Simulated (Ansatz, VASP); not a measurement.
**TaTi4: VASP beside Ansatz**

```
CELL_PARAMETERS angstrom
2.92983 0.00000 0.00000
-1.46492 2.53731 0.00000
0.00000 0.00000 23.73922
ATOMIC_POSITIONS crystal
Ti 0.33333 0.66667 0.04968
Ti 0.66667 0.33333 0.14720
Ti 0.66667 0.33333 0.35280
Ti 0.33333 0.66667 0.85280
Ti 0.66667 0.33333 0.95032
Ti 0.66667 0.33333 0.54968
Ti 0.33333 0.66667 0.45032
Ti 0.33333 0.66667 0.64720
Ta 0.33333 0.66667 0.25000
Ta 0.66667 0.33333 0.75000
```

Alike in both runs: functional PBE; k mesh 12 × 12 × 2; occupations gaussian, width 0.1 eV; no spin polarisation.

Ansatz relaxed the structure, and its values are those at the end. VASP's run is a single point on that final structure, the one shown.

|  | VASP | Ansatz |
| --- | --- | --- |
| version | VASP 6.6.1 | Ansatz 0.2.0 |
| potentials or method | VASP PAW PBE potentials, release 64 (Ti_sv, Ta_pv), cutoff 520 eV | scalar-relativistic, plane waves, PAW |
| valence electrons in the cell | 118 | 122 |

```tsv
	VASP	Ansatz	Ansatz less VASP
gap on the k mesh at the Fermi level (eV)	none	none	-
pressure (GPa)	-0.2	0.0	+0.20
```

A gap of «none» marks a metal or a gap that the smearing closes. With one functional, cell and mesh, what is left measures potentials, basis and numerics. VASP's potentials hold 118 valence electrons a cell and Ansatz's 122, so a difference there can come from the potentials and not from the codes.

Spin-orbit coupling is off throughout.
